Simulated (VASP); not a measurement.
Here is a VASP 6.6.1 calculation.

The input INCAR:

```
SYSTEM = BaLiF3
PREC = Accurate
ENCUT = 520
EDIFF = 1E-6
ISMEAR = 0
SIGMA = 0.05
LREAL = .FALSE.
LASPH = .TRUE.
NELM = 60
ALGO = Normal
ISIF = 2
LWAVE = .FALSE.
LCHARG = .FALSE.
NBANDS = 25
```

File KPOINTS:

```
regular mesh
0
G
  6 6 6
  0 0 0
```

POSCAR

```
BaLiF3
1.0
    3.8689241908      0.0000000000      0.0000000000
    0.0000000000      3.8689241908      0.0000000000
    0.0000000000      0.0000000000      4.0484103646
Ba Li F
1 1 3
Direct
    0.0000000000      0.0000000000      0.0000000000
    0.5000000000      0.5000000000      0.5000000000
    0.0000000000      0.5000000000      0.5000000000
    0.5000000000      0.5000000000      0.0000000000
    0.5000000000      0.0000000000      0.5000000000
```

Potentials or basis: VASP PAW LDA potentials, release 64 (Ba_sv, Li_sv, F).

The run is started by

```sh
$ cat potpaw_LDA.64/Ba_sv/POTCAR potpaw_LDA.64/Li_sv/POTCAR potpaw_LDA.64/F/POTCAR > POTCAR
$ mpirun -np 1 vasp_std > vasp.out
```

(1) What does it give for the band gap on the k mesh?

Answers

(1) 6.26 eV (least direct gap 6.27 eV).

Caveat: the cell differs from its parent crystal (strain -0.030 along x and y, +0.015 along z); spin-orbit coupling is left out, which moves the levels of the heavy elements.
